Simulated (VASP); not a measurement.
Runs of VASP 6.6.1 on Pt. The structure is that of space group Fd-3m (No. 227), or close to it. The cells are those of the table. 

```tsv
task	cell	k mesh	cutoff (eV)	gap on the mesh (eV)	pressure (GPa)	relaxed volume (Å³/atom)
single point	a = 5.221 Å, angles 60.0°, 6 atoms	4 × 4 × 4	520	none	-0.3	-
single point	a = 5.037 Å, angles 60.0°, 6 atoms	4 × 4 × 4	520	none	30.2	-
relaxation of cell and atoms	relaxed from a = 5.037 Å, angles 60.0°, 6 atoms	4 × 4 × 4	600	none	0.0	(b)
relaxation of cell and atoms	relaxed from a = 5.221 Å, angles 60.0°, 6 atoms	10 × 10 × 10	600	none	0.0	(a)
single point	a = 5.215 Å, angles 60.0°, 6 atoms	10 × 10 × 10	520	none	-0.4	-
```

Alike in all rows: level PBE; potentials or basis VASP PAW PBE potentials, release 64 (Pt); no spin polarisation; smearing gaussian 0.1 eV.

Problem. Estimate the missing entries.

Solution. (a) 16.69; (b) 16.75.

Caveats: some runs use coarse meshes; spin-orbit coupling is left out, which moves the levels of the heavy elements.

A k mesh can miss the band edges, and the runs leave out spin-orbit coupling on Pt.

A gap of «none» marks levels without a gap at the run's occupations.
